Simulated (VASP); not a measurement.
Write the native input for VASP 6.6.1 that does the following.

* Task: single point
* Functional: PBE
* Potentials or basis: VASP PAW PBE potentials, release 64 (Br)
* Cutoff: 520 eV
* k mesh: 6 × 6 × 4
* Occupations: gaussian, width 0.1 eV
* Spin: no spin polarisation
* Dipole correction: no
* Further INCAR settings: ALGO = Normal; EDIFF = 1e-07; NBANDS = 22

The structure of Br lies in POSCAR:

```
Br
1.0
    3.9337825257     -2.1572216433      0.0000000000
    3.9337825257      2.1572216433      0.0000000000
    0.0000000000      0.0000000000      8.5733481658
Br
4
Direct
    0.1455997681      0.8544002319      0.1190580230
    0.6455997681      0.3544002319      0.3809419770
    0.8544002319      0.1455997681      0.8809419770
    0.3544002319      0.6455997681      0.6190580230
```

The input as run:

INCAR

```
  PREC = Accurate
  ENCUT = 520
  EDIFF = 1E-7
  ISMEAR = 0
  SIGMA = 0.1
  LREAL = False
  LASPH = True
  NELM = 80
  ALGO = Normal
  ISIF = 2
  LWAVE = False
  LCHARG = False
  GGA = PE
  NBANDS = 22
```

KPOINTS

```
Automatic mesh
0
Gamma
  6 6 4
```

Potentials or basis: VASP PAW PBE potentials, release 64 (Br).

Command:

```bash
$ cat potpaw_PBE.64/Br/POTCAR > POTCAR
$ mpirun -np 1 vasp_std > vasp.out
```

It gave:

```
Pressure               : 0.2 GPa
Largest force          : 0.044 eV/Å
Band gap on the k mesh : 1.44 eV
```

Caveat: this functional lacks dispersion, which holds the molecules together, so the pressure and a relaxed volume are unreliable.

Wall time 2.1 min on 1 thread of Oxide Virtual Turin-like Processor, with other jobs on the host, peak memory 0.26 GiB.
